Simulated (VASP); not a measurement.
A run of VASP 6.6.1 is set up as follows.

Contents of INCAR:

```
ALGO = Normal
EDIFF = 1E-7
ENCUT = 520
GGA = PE
ISIF = 2
ISMEAR = 0
LASPH = T
LCHARG = F
LREAL = F
LWAVE = F
NBANDS = 26
NELM = 80
PREC = Accurate
SIGMA = 0.02
```

KPOINTS

```
k-points
0
Gamma
  12 12 6
```

File POSCAR:

```
ZnO
1.0
    3.1781850223      0.0000000000      0.0000000000
   -1.5890925112      2.7523889673      0.0000000000
    0.0000000000      0.0000000000      5.1280731953
Zn O
2 2
Direct
    0.6666666667      0.3333333333      0.5006253288
    0.3333333333      0.6666666667      0.0006253288
    0.6666666667      0.3333333333      0.8796846712
    0.3333333333      0.6666666667      0.3796846712
```

Potentials or basis: VASP PAW PBE potentials, release 64 (Zn, O).

Run with:

```console
$ cat potpaw_PBE.64/Zn/POTCAR potpaw_PBE.64/O/POTCAR > POTCAR
$ mpirun -np 1 vasp_std > vasp.out
```

Q: Predict the pressure.

A: 16.4 GPa.

Q: What does it give for the band gap on the k mesh?

A: 0.87 eV, direct.

Forces on the atoms (eV/Å):
```
Zn   0.000  0.000  0.002
Zn   0.000  0.000  0.002
O    0.000  0.000 -0.002
O    0.000  0.000 -0.002
```

PBE gaps usually lie below the measured ones, often by a third to a half.
